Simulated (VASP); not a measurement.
# SiNi3 (Pm-3m) in VASP: single point with r2SCAN

Aim: the single point of SiNi3 with r2SCAN.

All numbers are computed with VASP 6.6.1; they aren't measurements. Logs are shortened: lines on timing, memory, paths and dates and some standing lists are left out, and cuts for length are marked.

## Step 1: The cell of the first run

It takes space group Pm-3m (No. 221, cubic). Conventional cell: a = 3.465 Å, b = 3.465 Å, c = 3.465 Å, α = 90.00°, β = 90.00°, γ = 90.00°. Within 3.2 Å of Si (site symmetry m-3m) lie 12 Ni at 2.45 Å. Within 3.2 Å of Ni (site symmetry 4/mmm) lie 4 Si at 2.45 Å and 8 Ni at 2.45 Å.

## Step 2: Single point, r2SCAN

File POSCAR:

```
SiNi3
1.0
    3.4647212198      0.0000000000      0.0000000000
    0.0000000000      3.4647212198      0.0000000000
    0.0000000000      0.0000000000      3.4647212198
Si Ni
1 3
Direct
    0.0000000000      0.0000000000      0.0000000000
    0.0000000000      0.5000000000      0.5000000000
    0.5000000000      0.0000000000      0.5000000000
    0.5000000000      0.5000000000      0.0000000000
```

File INCAR.step1:

```
SYSTEM = SiNi3
ALGO     = Normal         ! electronic algorithm
EDIFF    = 1E-4           ! SCF threshold, eV
ENCUT    = 520            ! plane-wave cutoff, eV
GGA      = PE             ! functional
ISMEAR   = 0              ! smearing method
LASPH    = .TRUE.         ! aspherical terms in the spheres
LCHARG   = .FALSE.        ! write CHGCAR
LREAL    = .FALSE.        ! projectors in reciprocal space
LWAVE    = .TRUE.         ! write WAVECAR
NBANDS   = 25             ! bands
NELM     = 80             ! most SCF steps
PREC     = Accurate       ! precision mode
SIGMA    = 0.1            ! smearing width, eV
```

File INCAR.step2:

```
SYSTEM = SiNi3
ALGO     = Normal         ! electronic algorithm
EDIFF    = 1E-6           ! SCF threshold, eV
ENCUT    = 520            ! plane-wave cutoff, eV
ISIF     = 2              ! what is computed and relaxed
ISMEAR   = 0              ! smearing method
ISTART   = 1            
LASPH    = .TRUE.         ! aspherical terms in the spheres
LCHARG   = .FALSE.        ! write CHGCAR
LMIXTAU  = .TRUE.       
LREAL    = .FALSE.        ! projectors in reciprocal space
LWAVE    = .FALSE.        ! write WAVECAR
METAGGA  = R2SCAN         ! meta-GGA
NBANDS   = 25             ! bands
NELM     = 80             ! most SCF steps
PREC     = Accurate       ! precision mode
SIGMA    = 0.1            ! smearing width, eV
```

File KPOINTS:

```
k-points
0
G
  14 14 14
  0 0 0
```

Potentials or basis: VASP PAW PBE potentials, release 64 (Si, Ni).

Command:

```sh
> cat potpaw_PBE.64/Si/POTCAR potpaw_PBE.64/Ni/POTCAR > POTCAR
> cp INCAR.step1 INCAR
> mpirun -np 1 vasp_std > vasp.out
> cp INCAR.step2 INCAR
> mpirun -np 1 vasp_std > vasp.out
```

OUTCAR:

```text
SYSTEM = SiNi3
   EDIFF = 1E-6
   ENCUT = 520
   ISIF = 2
   ISMEAR = 0
   ISTART = 1
   LASPH = .TRUE.
   LREAL = .FALSE.
   METAGGA = R2SCAN
   NELM = 80
   PREC = Accurate

 ion  position               nearest neighbor table
   1  0.000  0.000  0.000-   2 2.45   3 2.45   4 2.45   2 2.45   3 2.45   2 2.45   4 2.45   2 2.45
                             3 2.45   4 2.45   3 2.45   4 2.45
   2  0.000  0.500  0.500-   1 2.45   3 2.45   4 2.45   1 2.45   4 2.45   1 2.45   3 2.45   1 2.45
                             3 2.45   4 2.45   4 2.45   3 2.45
   3  0.500  0.000  0.500-   1 2.45   2 2.45   4 2.45   1 2.45   4 2.45   2 2.45   4 2.45   4 2.45
                             1 2.45   2 2.45   1 2.45   2 2.45
   4  0.500  0.500  0.000-   1 2.45   2 2.45   3 2.45   2 2.45   3 2.45   1 2.45   3 2.45   3 2.45
                             1 2.45   2 2.45   2 2.45   1 2.45

  LATTYP: Found a simple cubic cell.
 ALAT       =     3.4647212198

  Lattice vectors:

 A1 = (   3.4647212198,   0.0000000000,   0.0000000000)
 A2 = (   0.0000000000,   3.4647212198,   0.0000000000)
 A3 = (   0.0000000000,   0.0000000000,   3.4647212198)

Analysis of symmetry for initial positions (statically):
=====================================================================
 Subroutine PRICEL returns:
 Original cell was already a primitive cell.

 Routine SETGRP: Setting up the symmetry group for a
 simple cubic supercell.

 Subroutine GETGRP returns: Found 48 space group operations
 (whereof 48 operations were pure point group operations)
 out of a pool of 48 trial point group operations.

The static configuration has the point symmetry O_h .

Analysis of symmetry for dynamics (positions and initial velocities):
=====================================================================
 Subroutine PRICEL returns:
 Original cell was already a primitive cell.

 Routine SETGRP: Setting up the symmetry group for a
 simple cubic supercell.

 Subroutine GETGRP returns: Found 48 space group operations
 (whereof 48 operations were pure point group operations)
 out of a pool of 48 trial point group operations.

The dynamic configuration has the point symmetry O_h .

 Subroutine INISYM returns: Found 48 space group operations
 (whereof 48 operations are pure point group operations),
 and found     1 'primitive' translations

----------------------------------------------------------------------------------------

                                     Primitive cell

  volume of cell :      41.5915

  direct lattice vectors                    reciprocal lattice vectors
     3.464721220  0.000000000  0.000000000     0.288623510  0.000000000  0.000000000
     0.000000000  3.464721220  0.000000000     0.000000000  0.288623510  0.000000000
     0.000000000  0.000000000  3.464721220     0.000000000  0.000000000  0.288623510

  length of vectors
     3.464721220  3.464721220  3.464721220     0.288623510  0.288623510  0.288623510

  position of ions in fractional coordinates (direct lattice)
     0.000000000  0.000000000  0.000000000
     0.000000000  0.500000000  0.500000000
     0.500000000  0.000000000  0.500000000
     0.500000000  0.500000000  0.000000000

  ion indices of the primitive-cell ions
   primitive index   ion index
                 1           1
                 2           2
                 3           3
                 4           4

----------------------------------------------------------------------------------------

 KPOINTS: k-points

Automatic generation of k-mesh.
 Grid dimensions read from file:
 generate k-points for:   14   14   14

 Generating k-lattice:

  Cartesian coordinates                     Fractional coordinates (reciprocal lattice)
     0.020615965  0.000000000  0.000000000     0.071428571  0.000000000  0.000000000
     0.000000000  0.020615965  0.000000000     0.000000000  0.071428571  0.000000000
     0.000000000  0.000000000  0.020615965     0.000000000  0.000000000  0.071428571

  Length of vectors
     0.020615965  0.020615965  0.020615965

  Shift w.r.t. Gamma in fractional coordinates (k-lattice)
     0.000000000  0.000000000  0.000000000

 Subroutine IBZKPT returns following result:
 ===========================================

 Found    120 irreducible k-points:

 Following reciprocal coordinates:
            Coordinates               Weight
  0.000000  0.000000  0.000000      1.000000
  0.071429  0.000000  0.000000      6.000000
  0.142857  0.000000  0.000000      6.000000
  0.214286  0.000000  0.000000      6.000000
  0.285714  0.000000  0.000000      6.000000
  0.357143  0.000000  0.000000      6.000000
[... 16 lines left out ...]
  0.285714  0.214286  0.000000     24.000000
  0.357143  0.214286  0.000000     24.000000
 [... further k-points ...]
   k-points           NKPTS =    120   k-points in BZ     NKDIM =    120   number of bands    NBANDS=     25
   number of dos      NEDOS =    301   number of ions     NIONS =      4
   total plane-waves  NPLWV =  21952
   dimension x,y,z NGX =    28 NGY =   28 NGZ =   28
   dimension x,y,z NGXF=    56 NGYF=   56 NGZF=   56
   ions per type =               1   3
   NGX,Y,Z   is equivalent  to a cutoff of  13.44, 13.44, 13.44 a.u.
   NGXF,Y,Z  is equivalent  to a cutoff of  26.87, 26.87, 26.87 a.u.
 SYSTEM =  SiNi3
   PREC   = accura    normal or accurate (medium, high low for compatibility)
   ISTART =      1    job   : 0-new  1-cont  2-samecut
   ICHARG =      0    charge: 1-file 2-atom 10-const
   ISPIN  =      1    spin polarized calculation?
   LNONCOLLINEAR =      F non collinear calculations
   LSORBIT =      F    spin-orbit coupling
   LASPH  =      T    aspherical Exc in radial PAW
   ENCUT  =  520.0 eV  38.22 Ry    6.18 a.u.   6.44  6.44  6.44*2*pi/ulx,y,z
   NELM   =     80;   NELMIN=  2; NELMDL=  0     # of ELM steps
   EDIFF  = 0.1E-05   stopping-criterion for ELM
   LREAL  =      F    real-space projection
   EDIFFG = 0.1E-04   stopping-criterion for IOM
   NSW    =      0    number of steps for IOM
   IBRION =     -1    ionic relax: 0-MD 1-quasi-New 2-CG
   NFREE  =      0    steps in history (QN), initial steepest desc. (CG)
   ISIF   =      2    stress and relaxation
   ISYM   =      2    0-nonsym 1-usesym 2-fastsym
   POTIM  = 0.5000    time-step for ionic-motion
   TEBEG  =    0.0;   TEEND  =   0.0 temperature during run
   PSTRESS=    0.0 pullay stress
   NELECT =      34.0000    total number of electrons
   NUPDOWN=      -1.0000    fix difference up-down
   EMIN   =  10.00;   EMAX   =-10.00  energy-range for DOS
   EFERMI =   0.00;   METHOD = LEGACY
   ISMEAR =     0;   SIGMA  =   0.10  broadening in eV -4-tet -1-fermi 0-gaus
   EFERMI_NEDOS =   21; number of points for ismear=-14 and -15
   IALGO  =     38    algorithm
   IMIX   =      4    mixing-type and parameters
     AMIX     =   0.40;   BMIX     =  1.00
     AMIX_MAG =   1.60;   BMIX_MAG =  1.00
  volume/ion in A,a.u.               =      10.40        70.17
  Fermi-wavevector in a.u.,A,eV,Ry     =   1.530733  2.892666 31.880412  2.343144
  Thomas-Fermi vector in A             =   2.638175
   LORBIT       =      0    0 simple, 1 ext, 2 COOP (PROOUT), +10 PAW based schemes
   METAGGA = R2SCAN    functional components
   LHFCALC =     F    Hartree Fock is set to
   AEXX    =    0.0000 exact exchange contribution
   IVDW    =     0    specifies the selected vdW correction
   LEPSILON=     F    determine dielectric tensor
   LRPA    =     F    only Hartree local field effects (RPA)
 non-spin polarized calculation
 Gauss-broadening in eV      SIGMA  =   0.10
  energy-cutoff  :      520.00
  volume of cell :       41.59
 maximum number of plane-waves:      1141
 NGX is ok and might be reduce to    28
   NGX = 13   NGY = 13   NGZ = 13

 number of electron      33.9999971 magnetization

 Free energy of the ion-electron system (eV)
  ---------------------------------------------------
  ext. energy  EPLUGINS =         0.00000000
  ---------------------------------------------------
  free energy    TOTEN  =       -46.37852902 eV

  energy without entropy =      -46.36862610  energy(sigma->0) =      -46.37357756

 E-fermi :  11.0243     XC(G=0): -14.4133

 val. band max:       11.0179323992   @ k =   0.1429   0.0714   0.0000
 cond. band min:      11.0375865230   @ k =   0.0714   0.0714   0.0000
 fundamental gap:      0.0196541238
 Fermi energy:        11.0243287509

 k-point     1 :       0.0000    0.0000    0.0000
  band No.  band energies     occupation
      1      -1.7689      2.00000
      2       5.7105      2.00000
      3       6.5949      2.00000
      4       6.5949      2.00000
      5       7.1800      2.00000
      6       7.1800      2.00000
[... 17 lines left out ...]
     24      22.5299      0.00000
     25      22.5299      0.00000

 k-point     2 :       0.0714    0.0000    0.0000
  band No.  band energies     occupation
      1      -1.7043      2.00000
      2       5.7279      2.00000
      3       6.5008      2.00000
      4       6.6408      2.00000
      5       7.1729      2.00000
      6       7.1729      2.00000
[... 17 lines left out ...]
     24      22.2933      0.00000
     25      22.3542      0.00000

 k-point     3 :       0.1429    0.0000    0.0000
  band No.  band energies     occupation
      1      -1.5123      2.00000
      2       5.7075      2.00000
      3       6.2659      2.00000
      4       6.7746      2.00000
      5       7.1494      2.00000
      6       7.1494      2.00000
[... 17 lines left out ...]
     24      21.5267      0.00000
     25      21.9553      0.00000

 k-point     4 :       0.2143    0.0000    0.0000
  band No.  band energies     occupation
      1      -1.1991      2.00000
      2       5.3072      2.00000
      3       6.2119      2.00000
      4       6.9845      2.00000
      5       7.1054      2.00000
      6       7.1054      2.00000
[... 17 lines left out ...]
     24      20.4326      0.00000
     25      21.7577      0.00000
[... 477 lines left out ...]
 k-point    22 :       0.2143    0.2143    0.0000
  band No.  band energies     occupation
      1      -0.6503      2.00000
      2       5.5589      2.00000
      3       5.6858      2.00000
      4       6.6748      2.00000
      5       6.9611      2.00000
      6       7.2995      2.00000
[... 17 lines left out ...]
     24      20.7396      0.00000
     25      21.6061      0.00000

 k-point    23 :       0.2857    0.2143    0.0000
  band No.  band energies     occupation
      1      -0.2470      2.00000
      2       4.9161      2.00000
      3       5.8032      2.00000
      4       6.7785      2.00000
      5       6.9045      2.00000
      6       7.4349      2.00000
[... 17 lines left out ...]
     24      21.1161      0.00000
     25      21.6288      0.00000

 k-point    24 :       0.3571    0.2143    0.0000
  band No.  band energies     occupation
      1       0.2265      2.00000
      2       4.1533      2.00000
      3       5.9597      2.00000
      4       6.8550      2.00000
      5       6.8871      2.00000
      6       7.6402      2.00000
[... 17 lines left out ...]
     24      21.2265      0.00000
     25      21.9982      0.00000

 [... further k-points ...]
[... 5 lines left out ...]
  --------------------------------------------------------------------------------------
  -------------------------------------------------------------------------------------
  Total        0.0847276      0.0847276      0.0847276      0.0000000     -0.0000000      0.0000000
  in kB        3.2638544      3.2638544      3.2638544      0.0000000     -0.0000000      0.0000000
  external PRESSURE =       3.2638544 kB  Pullay stress =       0.0000000 kB

 VOLUME and BASIS-vectors are now :
 -----------------------------------------------------------------------------
  energy-cutoff  :      520.00
  volume of cell :       41.59
      direct lattice vectors                 reciprocal lattice vectors
     3.464721220  0.000000000  0.000000000     0.288623510  0.000000000  0.000000000
     0.000000000  3.464721220  0.000000000     0.000000000  0.288623510  0.000000000
     0.000000000  0.000000000  3.464721220     0.000000000  0.000000000  0.288623510

 POSITION                                       TOTAL-FORCE (eV/Angst)
 -----------------------------------------------------------------------------------
      0.00000      0.00000      0.00000         0.000000      0.000000      0.000000
      0.00000      1.73236      1.73236         0.000000      0.000000      0.000000
      1.73236      0.00000      1.73236         0.000000      0.000000      0.000000
      1.73236      1.73236      0.00000         0.000000      0.000000      0.000000
 -----------------------------------------------------------------------------------
    total drift:                                0.000000      0.000000      0.000000

  FREE ENERGIE OF THE ION-ELECTRON SYSTEM (eV)
  ---------------------------------------------------
  free  energy   TOTEN  =       -46.3785290151 eV

  energy  without entropy=      -46.3686260998  energy(sigma->0) =      -46.37357756
```

Run time: 7.1 min. Hardware: 1 thread of Intel Xeon Platinum 8259CL at 2.50GHz (Skylake/Cascade Lake), shared host; peak memory 0.24 GiB.

What came out:

```
Free energy            : -46.3785 eV
Pressure               : 0.3 GPa
Band gap on the k mesh : zero (band 17 reaches 11.07 eV, above the bottom of band 18 at 10.79 eV)
```

Caveat: the PAW data sets were made with another functional, which shifts forces and pressure a little. Spin polarisation is off, so any magnetic state and its effect on volume and gap are missing.
